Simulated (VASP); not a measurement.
# As (R-3m) in VASP: a series of runs, part 2 of 2

VASP 6.6.1. Earlier steps stand in the parts before.

## 4. Single point, r2SCAN

Contents of POSCAR:

```
As
1.0
    1.7950784285      1.0363890139      5.0542643309
   -1.7950784285      1.0363890139      5.0542643309
    0.0000000000     -2.0727780278      5.0542643309
As
2
Direct
    0.7883402482      0.7883402482      0.7883402482
    0.2116597518      0.2116597518      0.2116597518
```

Contents of INCAR.step1:

```
SYSTEM = As
PREC     = Accurate       ! precision mode
ENCUT    = 520            ! plane-wave cutoff, eV
ISMEAR   = -1             ! smearing method
SIGMA    = 0.01           ! smearing width, eV
LREAL    = .False.        ! projectors in reciprocal space
LASPH    = .True.         ! aspherical terms in the spheres
NELM     = 60             ! most SCF steps
NBANDS   = 12             ! bands
GGA      = PE             ! functional
ALGO     = Normal         ! electronic algorithm
EDIFF    = 1E-4           ! SCF threshold, eV
LWAVE    = .True.         ! write WAVECAR
LCHARG   = .False.        ! write CHGCAR
```

Contents of INCAR.step2:

```
SYSTEM = As
PREC     = Accurate       ! precision mode
ENCUT    = 520            ! plane-wave cutoff, eV
EDIFF    = 1E-7           ! SCF threshold, eV
ISMEAR   = -1             ! smearing method
SIGMA    = 0.01           ! smearing width, eV
LREAL    = .False.        ! projectors in reciprocal space
LASPH    = .True.         ! aspherical terms in the spheres
NELM     = 60             ! most SCF steps
ALGO     = Normal         ! electronic algorithm
ISIF     = 2              ! what is computed and relaxed
LWAVE    = .False.        ! write WAVECAR
LCHARG   = .False.        ! write CHGCAR
METAGGA  = R2SCAN         ! meta-GGA
LMIXTAU  = .True.       
NBANDS   = 12             ! bands
ISTART   = 1
```

Contents of KPOINTS:

```
Automatic mesh
0
Gamma
  10 10 10
  0 0 0
```

Potentials or basis: VASP PAW PBE potentials, release 64 (As).

Command:

```sh
$ cat potpaw_PBE.64/As/POTCAR > POTCAR
$ cp INCAR.step1 INCAR
$ mpirun -np 1 vasp_std > vasp.out
$ cp INCAR.step2 INCAR
$ mpirun -np 1 vasp_std > vasp.out
```

OUTCAR:

```text
SYSTEM = As
   PREC = Accurate
   ENCUT = 520
   EDIFF = 1E-7
   ISMEAR = -1
   LREAL = .False.
   LASPH = .True.
   NELM = 60
   ISIF = 2
   METAGGA = R2SCAN
   ISTART = 1

 ion  position               nearest neighbor table
   1  0.788  0.788  0.788-   2 2.48   2 2.48   2 2.48
   2  0.212  0.212  0.212-   1 2.48   1 2.48   1 2.48

  LATTYP: Found a trigonal (rhomboedric) cell.
 ALAT       =     5.4627828695
 COS(alpha) =     0.7840421605

  Lattice vectors:

 A1 = (   1.7950784285,   1.0363890139,   5.0542643309)
 A2 = (  -1.7950784285,   1.0363890139,   5.0542643309)
 A3 = (   0.0000000000,  -2.0727780278,   5.0542643309)

Analysis of symmetry for initial positions (statically):
=====================================================================
 Subroutine PRICEL returns:
 Original cell was already a primitive cell.

 Routine SETGRP: Setting up the symmetry group for a
 trigonal (rhombohedral) supercell.

 Subroutine GETGRP returns: Found 12 space group operations
 (whereof 12 operations were pure point group operations)
 out of a pool of 12 trial point group operations.

The static configuration has the point symmetry D_3d.

Analysis of symmetry for dynamics (positions and initial velocities):
=====================================================================
 Subroutine PRICEL returns:
 Original cell was already a primitive cell.

 Routine SETGRP: Setting up the symmetry group for a
 trigonal (rhombohedral) supercell.

 Subroutine GETGRP returns: Found 12 space group operations
 (whereof 12 operations were pure point group operations)
 out of a pool of 12 trial point group operations.

The dynamic configuration has the point symmetry D_3d.

 Subroutine INISYM returns: Found 12 space group operations
 (whereof 12 operations are pure point group operations),
 and found     1 'primitive' translations

----------------------------------------------------------------------------------------

                                     Primitive cell

  volume of cell :      56.4177

  direct lattice vectors                    reciprocal lattice vectors
     1.795078429  1.036389014  5.054264331     0.278539362  0.160814776  0.065950910
    -1.795078429  1.036389014  5.054264331    -0.278539362  0.160814776  0.065950910
     0.000000000 -2.072778028  5.054264331     0.000000000 -0.321629551  0.065950910

  length of vectors
     5.462782869  5.462782869  5.462782869     0.328321627  0.328321627  0.328321627

  position of ions in fractional coordinates (direct lattice)
     0.788340248  0.788340248  0.788340248
     0.211659752  0.211659752  0.211659752

  ion indices of the primitive-cell ions
   primitive index   ion index
                 1           1
                 2           2

----------------------------------------------------------------------------------------

 KPOINTS: Automatic mesh

Automatic generation of k-mesh.
 Grid dimensions read from file:
 generate k-points for:   10   10   10

 Generating k-lattice:

  Cartesian coordinates                     Fractional coordinates (reciprocal lattice)
     0.027853936  0.016081478  0.006595091     0.100000000 -0.000000000  0.000000000
[... 40 lines left out ...]
 [... further k-points ...]
   k-points           NKPTS =    116   k-points in BZ     NKDIM =    116   number of bands    NBANDS=     12
   number of dos      NEDOS =    301   number of ions     NIONS =      2
   total plane-waves  NPLWV =  74088
   dimension x,y,z NGX =    42 NGY =   42 NGZ =   42
   dimension x,y,z NGXF=    84 NGYF=   84 NGZF=   84
   ions per type =               2
   NGX,Y,Z   is equivalent  to a cutoff of  12.78, 12.78, 12.78 a.u.
   NGXF,Y,Z  is equivalent  to a cutoff of  25.56, 25.56, 25.56 a.u.
 SYSTEM =  As
   PREC   = accura    normal or accurate (medium, high low for compatibility)
   ISTART =      1    job   : 0-new  1-cont  2-samecut
   ICHARG =      0    charge: 1-file 2-atom 10-const
   ISPIN  =      1    spin polarized calculation?
   LNONCOLLINEAR =      F non collinear calculations
   LSORBIT =      F    spin-orbit coupling
   LASPH  =      T    aspherical Exc in radial PAW
   ENCUT  =  520.0 eV  38.22 Ry    6.18 a.u.  10.16 10.16 10.16*2*pi/ulx,y,z
   NELM   =     60;   NELMIN=  2; NELMDL=  0     # of ELM steps
   EDIFF  = 0.1E-06   stopping-criterion for ELM
   LREAL  =      F    real-space projection
   EDIFFG = 0.1E-05   stopping-criterion for IOM
   NSW    =      0    number of steps for IOM
   IBRION =     -1    ionic relax: 0-MD 1-quasi-New 2-CG
   NFREE  =      0    steps in history (QN), initial steepest desc. (CG)
   ISIF   =      2    stress and relaxation
   ISYM   =      2    0-nonsym 1-usesym 2-fastsym
   POTIM  = 0.5000    time-step for ionic-motion
   TEBEG  =    0.0;   TEEND  =   0.0 temperature during run
   PSTRESS=    0.0 pullay stress
   NELECT =      10.0000    total number of electrons
   NUPDOWN=      -1.0000    fix difference up-down
   EMIN   =  10.00;   EMAX   =-10.00  energy-range for DOS
   EFERMI =   0.00;   METHOD = LEGACY
   ISMEAR =    -1;   SIGMA  =   0.01  broadening in eV -4-tet -1-fermi 0-gaus
   EFERMI_NEDOS =   21; number of points for ismear=-14 and -15
   IALGO  =     38    algorithm
   IMIX   =      4    mixing-type and parameters
     AMIX     =   0.40;   BMIX     =  1.00
     AMIX_MAG =   1.60;   BMIX_MAG =  1.00
  volume/ion in A,a.u.               =      28.21       190.36
  Fermi-wavevector in a.u.,A,eV,Ry     =   0.919609  1.737808 11.506174  0.845680
  Thomas-Fermi vector in A             =   2.044822
   LORBIT       =      0    0 simple, 1 ext, 2 COOP (PROOUT), +10 PAW based schemes
   METAGGA = R2SCAN    functional components
   LHFCALC =     F    Hartree Fock is set to
   AEXX    =    0.0000 exact exchange contribution
   IVDW    =     0    specifies the selected vdW correction
   LEPSILON=     F    determine dielectric tensor
   LRPA    =     F    only Hartree local field effects (RPA)
 non-spin polarized calculation
  energy-cutoff  :      520.00
  volume of cell :       56.42
 maximum number of plane-waves:      1543
 NGX is ok and might be reduce to    42
   NGX = 21   NGY = 21   NGZ = 21

 number of electron      10.0000000 magnetization

 Free energy of the ion-electron system (eV)
  ---------------------------------------------------
  ext. energy  EPLUGINS =         0.00000000
  ---------------------------------------------------
  free energy    TOTEN  =       -29.41845023 eV

  energy without entropy =      -29.41845023  energy(sigma->0) =      -29.41845023

 E-fermi :   2.9908     XC(G=0):  -8.8529

 val. band max:        2.7360144557   @ k =   0.5000   0.5000   0.5000
 cond. band min:       3.3407720331   @ k =   0.4000  -0.0000   0.0000
 fundamental gap:      0.6047575774
 Fermi energy:         2.9908311044

 k-point     1 :       0.0000    0.0000    0.0000
  band No.  band energies     occupation
      1     -12.4218      2.00000
      2      -5.1115      2.00000
      3       0.3514      2.00000
      4       1.7010      2.00000
      5       1.7010      2.00000
      6       4.5937      0.00000
      7       5.6369      0.00000
      8       5.6369      0.00000
      9      11.2404      0.00000
     10      12.2816      0.00000
     11      12.2816      0.00000
     12      12.7821      0.00000
[... 331 lines left out ...]
 k-point    24 :       0.4000    0.3000   -0.0000
  band No.  band energies     occupation
      1     -10.6475      2.00000
      2      -6.5120      2.00000
      3      -1.9674      2.00000
      4      -0.6471      2.00000
      5       0.7889      2.00000
      6       4.7232      0.00000
      7       6.2152      0.00000
      8       6.4255      0.00000
      9       9.7304      0.00000
     10      11.9953      0.00000
     11      12.9756      0.00000
     12      13.7395      0.00000

 [... further k-points ...]

------------------------ aborting loop because EDIFF is reached ----------------------------------------

  FORCE on cell =-STRESS in cart. coord.  units (eV):
  Direction    XX          YY          ZZ          XY          YZ          ZX
  --------------------------------------------------------------------------------------
  -------------------------------------------------------------------------------------
  Total        0.0244762      0.0244762      0.0979050      0.0000000      0.0000000      0.0000000
  in kB        0.6950883      0.6950883      2.7803521      0.0000000      0.0000000      0.0000000
  external PRESSURE =       1.3901762 kB  Pullay stress =       0.0000000 kB

 VOLUME and BASIS-vectors are now :
 -----------------------------------------------------------------------------
  energy-cutoff  :      520.00
  volume of cell :       56.42
      direct lattice vectors                 reciprocal lattice vectors
     1.795078429  1.036389014  5.054264331     0.278539362  0.160814776  0.065950910
    -1.795078429  1.036389014  5.054264331    -0.278539362  0.160814776  0.065950910
     0.000000000 -2.072778028  5.054264331     0.000000000 -0.321629551  0.065950910

 POSITION                                       TOTAL-FORCE (eV/Angst)
 -----------------------------------------------------------------------------------
      0.00000      0.00000     11.95344         0.000000      0.000000     -0.062301
      0.00000      0.00000      3.20935         0.000000     -0.000000      0.062301
 -----------------------------------------------------------------------------------
    total drift:                               -0.000000     -0.000000      0.000000

  FREE ENERGIE OF THE ION-ELECTRON SYSTEM (eV)
  ---------------------------------------------------
  free  energy   TOTEN  =       -29.4184502323 eV

  energy  without entropy=      -29.4184502323  energy(sigma->0) =      -29.41845023
```

It took 14 min on 1 thread of Intel Xeon 8259CL, shared host; peak memory 0.31 GiB.

What came out:

| Property | Result |
| --- | --- |
| Free energy | -29.4185 eV |
| Pressure | 0.1 GPa |
| Largest force | 0.062 eV/Å |
| Band gap on the k mesh | 0.60 eV (least direct gap 1.15 eV) |

Forces in eV/Å, atoms in the order of the input:
```
As   0.000  0.000 -0.062
As   0.000  0.000  0.062
```

Caveat: semilocal functionals underestimate gaps, and a narrow one can read as zero; the PAW data sets were made with another functional, which shifts forces and pressure a little.

## 5. Single point, r2SCAN

POSCAR is that of step 4.

Contents of INCAR.step1:

```
SYSTEM = As
  PREC = Accurate
  ENCUT = 520
  ISMEAR = -1
  SIGMA = 0.03
  LREAL = .False.
  LASPH = .True.
  NELM = 60
  NBANDS = 12
  GGA = PE
  ALGO = Normal
  EDIFF = 1E-4
  LWAVE = .True.
  LCHARG = .False.
```

Contents of INCAR.step2:

```
SYSTEM = As
  PREC = Accurate
  ENCUT = 520
  EDIFF = 1E-7
  ISMEAR = -1
  SIGMA = 0.03
  LREAL = .False.
  LASPH = .True.
  NELM = 60
  ALGO = Normal
  ISIF = 2
  LWAVE = .False.
  LCHARG = .False.
  METAGGA = R2SCAN
  LMIXTAU = .True.
  NBANDS = 12
  ISTART = 1
```

Contents of KPOINTS:

```
regular mesh
0
Gamma
  10 10 10
  0 0 0
```

Command:

```sh
$ cat potpaw_PBE.64/As/POTCAR > POTCAR
$ cp INCAR.step1 INCAR
$ mpirun -np 1 vasp_std > vasp.out
$ cp INCAR.step2 INCAR
$ mpirun -np 1 vasp_std > vasp.out
```

Run time: 13 min. Hardware: 1 thread of Intel Xeon 8259CL, shared host; peak memory 0.31 GiB.

It converged, with:

```yaml
Free_energy: -29.4185 eV
Pressure: 0.1 GPa
Largest_force: 0.062 eV/Å
Band_gap_on_the_k_mesh: 0.60 eV (least direct gap 1.15 eV)
```

Forces in eV/Å, atoms in the order of the input:
```
As   0.000  0.000 -0.062
As   0.000  0.000  0.062
```

Stress tensor (GPa, compression positive):
```
0.07 0.00 0.00
0.00 0.07 0.00
0.00 0.00 0.28
```

Levels at points of the mesh, in eV from the valence-band top:
```tsv
k point	band 2	band 3	band 4	band 5	band 6	band 7	band 8	band 9
(0.00, 0.00, 0.00)	-7.85	-2.38	-1.04	-1.04	1.86	2.90	2.90	8.50
(0.50, 0.00, 0.00)	-10.47	-4.27	-2.97	-2.03	0.95	1.71	3.71	6.01
(0.50, 0.50, 0.00)	-10.35	-4.61	-3.05	-2.94	1.67	3.76	4.29	6.38
(0.50, 0.50, 0.50)	-8.58	-1.02	-1.02	0.00	1.15	2.74	2.74	6.68
```

Caveat: semilocal functionals underestimate gaps, and a narrow one can read as zero; the PAW data sets were made with another functional, which shifts forces and pressure a little. A k mesh can miss the band edges.

## 6. Single point, r2SCAN

POSCAR is that of step 5.

Contents of INCAR.step1:

```
SYSTEM = As
ALGO     = Normal         ! electronic algorithm
EDIFF    = 1E-4           ! SCF threshold, eV
ENCUT    = 520            ! plane-wave cutoff, eV
GGA      = PE             ! functional
ISMEAR   = -1             ! smearing method
LASPH    = .TRUE.         ! aspherical terms in the spheres
LCHARG   = .FALSE.        ! write CHGCAR
LREAL    = .FALSE.        ! projectors in reciprocal space
LWAVE    = .TRUE.         ! write WAVECAR
NBANDS   = 12             ! bands
NELM     = 100            ! most SCF steps
PREC     = Accurate       ! precision mode
SIGMA    = 0.1            ! smearing width, eV
```

Contents of INCAR.step2:

```
SYSTEM = As
ALGO     = Normal         ! electronic algorithm
EDIFF    = 1E-7           ! SCF threshold, eV
ENCUT    = 520            ! plane-wave cutoff, eV
ISIF     = 2              ! what is computed and relaxed
ISMEAR   = -1             ! smearing method
ISTART   = 1            
LASPH    = .TRUE.         ! aspherical terms in the spheres
LCHARG   = .FALSE.        ! write CHGCAR
LMIXTAU  = .TRUE.       
LREAL    = .FALSE.        ! projectors in reciprocal space
LWAVE    = .FALSE.        ! write WAVECAR
METAGGA  = R2SCAN         ! meta-GGA
NBANDS   = 12             ! bands
NELM     = 100            ! most SCF steps
PREC     = Accurate       ! precision mode
SIGMA    = 0.1            ! smearing width, eV
```

Contents of KPOINTS:

```
k-points
0
G
  10 10 10
  0 0 0
```

Potentials or basis: VASP PAW PBE potentials, release 64 (As).

Command:

```sh
$ cat potpaw_PBE.64/As/POTCAR > POTCAR
$ cp INCAR.step1 INCAR
$ mpirun -np 1 vasp_std > vasp.out
$ cp INCAR.step2 INCAR
$ mpirun -np 1 vasp_std > vasp.out
```

Wall time 16 min (1 thread of Intel Xeon 8259CL, shared host); peak memory 0.31 GiB.

The run converged. Its results:

```yaml
Free_energy: -29.4187 eV
Pressure: 0.1 GPa
Largest_force: 0.060 eV/Å
Band_gap_on_the_k_mesh: 0.60 eV (least direct gap 1.15 eV)
```

Forces in eV/Å, atoms in the order of the input:
```
As   0.000  0.000 -0.060
As   0.000  0.000  0.060
```

Stress tensor (GPa, compression positive):
```
0.08 0.00 0.00
0.00 0.08 0.00
0.00 0.00 0.25
```

Levels at points of the mesh, in eV from the valence-band top:
```
           k point  band 3  band 4  band 5  band 6  band 7  band 8
(0.00, 0.00, 0.00)   -2.38   -1.03   -1.03    1.86    2.90    2.90
(0.50, 0.00, 0.00)   -4.27   -2.97   -2.03    0.95    1.71    3.71
(0.50, 0.50, 0.00)   -4.61   -3.05   -2.94    1.67    3.76    4.29
(0.50, 0.50, 0.50)   -1.01   -1.01    0.00    1.15    2.74    2.74
```

Caveat: semilocal functionals underestimate gaps, and a narrow one can read as zero; the PAW data sets were made with another functional, which shifts forces and pressure a little. A k mesh can miss the band edges.

## 7. Overview

| k mesh | smearing | gap on the mesh (eV) | pressure (GPa) | largest force (eV/Å) |
| --- | --- | --- | --- | --- |
| 8 × 8 × 8 | fermi-dirac 0.1 eV | - | 0.1 | 0.06 |
| 10 × 10 × 10 | fermi-dirac 0.1 eV | 0.60 | 0.1 | 0.06 |
| 10 × 10 × 10 | fermi-dirac 0.01 eV | 0.60 | 0.1 | 0.06 |
| 10 × 10 × 10 | fermi-dirac 0.03 eV | 0.60 | 0.1 | 0.06 |

Alike in all rows: task single point; level r2SCAN; potentials or basis VASP PAW PBE potentials, release 64 (As); no spin polarisation; cell as given; cutoff (eV) 520.

Caveats: the PAW data sets were made with another functional, which shifts forces and pressure a little; semilocal functionals underestimate gaps, and a narrow one can read as zero (at least some runs).

Absolute energies hang on the potentials; compare differences alone.
